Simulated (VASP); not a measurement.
Wanted: the native input for a VASP 6.6.1 run.

```yaml
Task: single point
Functional: PBE
Potentials_or_basis: VASP PAW PBE potentials, release 64 (P, In_d, Bi_d)
Cutoff: 500 eV
k_mesh: 4 × 4 × 4
Occupations: fermi-dirac, width 0.02 eV
Spin: no spin polarisation
Dipole_correction: no
Further_INCAR_settings: ALGO = Normal; EDIFF = 1e-06; NBANDS = 61
```

The structure of In4Bi3P lies in POSCAR:

```
In4Bi3P
1.0
   -3.3452089905      3.3452089905      6.6674977688
    3.3452089905     -3.3452089905      6.6674977688
    3.3452089905      3.3452089905     -6.6674977688
P In Bi
1 4 3
Direct
    0.0000000000      0.0000000000      0.0000000000
    0.6562946658      0.6562946658      0.5458653108
    0.8895706450      0.3437053342      0.0000000000
    0.1104293550      0.1104293550      0.4541346892
    0.3437053342      0.8895706450      0.0000000000
    0.2500000000      0.7500000000      0.5000000000
    0.5000000000      0.5000000000      0.0000000000
    0.7500000000      0.2500000000      0.5000000000
```

These files were run (other wordings do the same):

INCAR

```
ALGO = Normal
EDIFF = 1E-6
ENCUT = 500
GGA = PE
GGA_COMPAT = False
ISIF = 2
ISMEAR = -1
LASPH = True
LCHARG = False
LREAL = False
LWAVE = False
NBANDS = 61
NELM = 120
PREC = Accurate
SIGMA = 0.02
```

KPOINTS

```
k-points
0
Gamma
  4 4 4
```

Potentials or basis: VASP PAW PBE potentials, release 64 (P, In_d, Bi_d).

Run with:

```console
$ cat potpaw_PBE.64/P/POTCAR potpaw_PBE.64/In_d/POTCAR potpaw_PBE.64/Bi_d/POTCAR > POTCAR
$ mpirun -np 1 vasp_std > vasp.out
```

Results of the run:

- Pressure: -1.0 GPa
- Band gap on the k mesh: zero (bands 51 and 52 overlap by 0.03 eV)

Caveat: spin-orbit coupling is left out, which moves the levels of the heavy elements.

Run time: 3.7 min on 1 thread of AMD EPYC 9R45 96-Core Processor (Zen 5), on a shared host, peak memory 0.57 GiB.
